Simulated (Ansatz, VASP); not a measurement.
**Two plane-wave programs on CdTe**

```
Cd Te
1.0
     0.00000    3.27996    3.27996
     3.27996    0.00000    3.27996
     3.27996    3.27996    0.00000
Cd Te
1 1
Cartesian
  0.0000 0.0000 0.0000
  1.6400 1.6400 1.6400
```

Alike in both runs: task single point; functional PBE-based screened hybrid with a share of 0.15 of exact exchange and HFSCREEN = 0.2078; k mesh 4 × 4 × 4; no spin polarisation.

```csv
,VASP,Ansatz
version,VASP 6.6.1,Ansatz 0.2.0
potentials or method,"VASP PAW PBE potentials, release 64 (Cd, Te)",plane waves
plane-wave cutoff (eV),520,420
occupations,"gaussian, width 0.01 eV",fixed
valence electrons in the cell,18,36
```

Ansatz gave:

```
gap on the k mesh at the Fermi level (eV) : 1.16
pressure (GPa)                            : 0.6
```

Problem. What did VASP give for the same quantities?

Solution. gap on the k mesh at the Fermi level (eV): 1.11; pressure (GPa): 0.7.

VASP's potentials were made for PBE, not for PBE-based screened hybrid. VASP's potentials hold 18 valence electrons a cell and Ansatz's 36, so a difference there can come from the potentials and not from the codes. Ansatz's warnings: stress exchange threshold loose, stress scf threshold loose.

Spin-orbit coupling is off throughout.
